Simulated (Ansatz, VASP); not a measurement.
# Cd4S3: VASP beside Ansatz

```
Cd S
1.0
     5.56796    0.00000    0.00000
     0.00000    5.56796    0.00000
     0.00000    0.00000    5.56796
Cd S
4 3
Direct
  0.78933 0.78933 0.21067
  0.78933 0.21067 0.78933
  0.21067 0.78933 0.78933
  0.21067 0.21067 0.21067
  0.50000 0.00000 0.50000
  0.00000 0.50000 0.50000
  0.50000 0.50000 0.00000
```

Change from the starting cell: built by hand: S-deficient zincblende (ordered vacancy) (P-43m, No. 215).

Alike in both runs: functional PBE; k mesh 3 × 3 × 3; occupations gaussian, width 0.2 eV; no spin polarisation.

Ansatz relaxed the structure, and its values are those at the end. VASP's run is a single point on that final structure, the one shown.

|  | VASP | Ansatz |
| --- | --- | --- |
| version | VASP 6.6.1 | Ansatz 0.2.0 |
| potentials or method | VASP PAW PBE potentials, release 64 (Cd, S), cutoff 520 eV | scalar-relativistic, plane waves, PAW |
| valence electrons in the cell | 66 | 98 |

Ansatz gave:

| Property | Result |
| --- | --- |
| gap on the k mesh at the Fermi level (eV) | 1.68 |
| least direct gap on the mesh (eV) | 2.01 |
| pressure (GPa) | 0.1 |
| rms of the force components (eV/Å) | 0.013 |

**Question.** Which values does VASP return?

**Answer.** gap on the k mesh at the Fermi level (eV): 1.69; least direct gap on the mesh (eV): 2.00; pressure (GPa): 0.5; rms of the force components (eV/Å): 0.001.

VASP's potentials hold 66 valence electrons a cell and Ansatz's 98, so a difference there can come from the potentials and not from the codes.
